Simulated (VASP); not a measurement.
A run of VASP 6.6.1 is set up as follows.

The input POSCAR:

```
AlN
1.0
    3.1066956632      0.0000000000      0.0000000000
   -1.5533478316      2.6904773662      0.0000000000
    0.0000000000      0.0000000000      4.9785179513
Al N
2 2
Direct
    0.3333333333      0.6666666667     -0.0008019551
    0.6666666667      0.3333333333      0.4991980449
    0.3333333333      0.6666666667      0.3808019551
    0.6666666667      0.3333333333      0.8808019551
```

INCAR.step1

```
  ALGO = Normal
  EDIFF = 1E-4
  ENCUT = 520
  GGA = PE
  ISMEAR = 0
  LASPH = True
  LCHARG = False
  LREAL = False
  LWAVE = True
  NBANDS = 16
  NELM = 100
  PREC = Accurate
  SIGMA = 0.01
```

The input INCAR.step2:

```
  ALGO = Normal
  EDIFF = 1E-6
  ENCUT = 520
  ISIF = 2
  ISMEAR = 0
  ISTART = 1
  LASPH = True
  LCHARG = True
  LELF = True
  LMIXTAU = True
  LREAL = False
  LVHAR = True
  LWAVE = False
  METAGGA = R2SCAN
  NBANDS = 16
  NELM = 100
  PREC = Accurate
  SIGMA = 0.01
```

Contents of KPOINTS:

```
k-points
0
Gamma
  8 8 4
```

Potentials or basis: VASP PAW PBE potentials, release 64 (Al, N).

Launch:

```console
$ cat potpaw_PBE.64/Al/POTCAR potpaw_PBE.64/N/POTCAR > POTCAR
$ cp INCAR.step1 INCAR
$ mpirun -np 1 vasp_std > vasp.out
$ cp INCAR.step2 INCAR
$ mpirun -np 1 vasp_std > vasp.out
```

**Question.** Estimate the pressure.

**Answer.** -0.4 GPa.

**Question.** Predict the band gap on the k mesh.

**Answer.** 4.92 eV, direct.

Forces on the atoms (eV/Å):
```
Al   0.000  0.000 -0.003
Al   0.000  0.000 -0.003
N    0.000  0.000  0.003
N    0.000  0.000  0.003
```

Caveat: the PAW data sets were made with another functional, which shifts forces and pressure a little. r2SCAN opens gaps a little over a GGA but as a rule still falls short of measured ones.
